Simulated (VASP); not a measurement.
Runs of VASP 6.6.1 on HfSi. The structure is that of space group Pnma (No. 62), or close to it. The cells are those of the table. 

```tsv
cell	k mesh	gap on the mesh (eV)	pressure (GPa)	largest force (eV/Å)
a = 6.773, b = 3.721, c = 5.158 Å, 8 atoms	5 × 9 × 7	none	6.8	-
a = 6.956, b = 3.821, c = 5.297 Å, 8 atoms	5 × 9 × 7	none	-6.2	0.01
a = 6.726, b = 3.695, c = 5.122 Å, 8 atoms	5 × 9 × 7	none	(a)	0.01
a = 6.820, b = 3.746, c = 5.193 Å, 8 atoms	5 × 9 × 7	none	3.0	0.01
a = 6.866, b = 3.772, c = 5.228 Å, 8 atoms	4 × 8 × 6	none	(b)	0.01
```

Alike in all rows: task single point; level r2SCAN; potentials or basis VASP PAW PBE potentials, release 64 (Hf_pv, Si); no spin polarisation; cutoff (eV) 520; smearing fermi-dirac 0.1 eV.

Problem. Estimate the missing entries.

Solution. (a) 11.0; (b) -0.4.

Caveats: the PAW data sets were made with another functional, which shifts forces and pressure a little; spin-orbit coupling is left out, which moves the levels of the heavy elements; the cell stands under pressure (at least some runs); the cell stands under tension (at least some runs).

A k mesh can miss the band edges, and the runs leave out spin-orbit coupling on Hf.

A gap of «none» marks levels without a gap at the run's occupations.
